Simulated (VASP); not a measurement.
Set up this calculation in VASP 6.6.1, as the native input.

* Task: single point
* Functional: PBE
* Potentials or basis: VASP PAW PBE potentials, release 64 (Zr_sv, C)
* Cutoff: 520 eV
* k mesh: 7 × 7 × 7
* Occupations: methfessel-paxton, width 0.1 eV
* Spin: no spin polarisation
* Dipole correction: no
* Further INCAR settings: ALGO = Normal; EDIFF = 1e-06; NBANDS = 15

The structure of ZrC lies in POSCAR:

```
ZrC
1.0
    0.0000000000      2.3650000000      2.3650000000
    2.3650000000      0.0000000000      2.3650000000
    2.3650000000      2.3650000000      0.0000000000
Zr C
1 1
Direct
    0.5000000000      0.5000000000      0.5000000000
    0.0000000000      0.0000000000      0.0000000000
```

These files were run (other wordings do the same):

INCAR

```
PREC     = Accurate       # precision mode
ENCUT    = 520            # plane-wave cutoff, eV
EDIFF    = 1E-6           # SCF threshold, eV
ISMEAR   = 1              # smearing method
SIGMA    = 0.1            # smearing width, eV
LREAL    = False          # projectors in reciprocal space
LASPH    = True           # aspherical terms in the spheres
NELM     = 100            # most SCF steps
ALGO     = Normal         # electronic algorithm
ISIF     = 2              # what is computed and relaxed
LWAVE    = False          # write WAVECAR
LCHARG   = False          # write CHGCAR
GGA      = PE             # functional
NBANDS   = 15             # bands
```

KPOINTS

```
Automatic mesh
0
Gamma
  7 7 7
```

Potentials or basis: VASP PAW PBE potentials, release 64 (Zr_sv, C).

Command:

```console
$ cat potpaw_PBE.64/Zr_sv/POTCAR potpaw_PBE.64/C/POTCAR > POTCAR
$ mpirun -np 1 vasp_std > vasp.out
```

It gave:

```
Pressure               : -2.8 GPa
Band gap on the k mesh : zero (band 8 reaches 10.33 eV, above the bottom of band 9 at 9.05 eV)
```

It took 16 s on 1 thread of Intel Xeon 8259CL, on a shared host, peak memory 0.15 GiB.
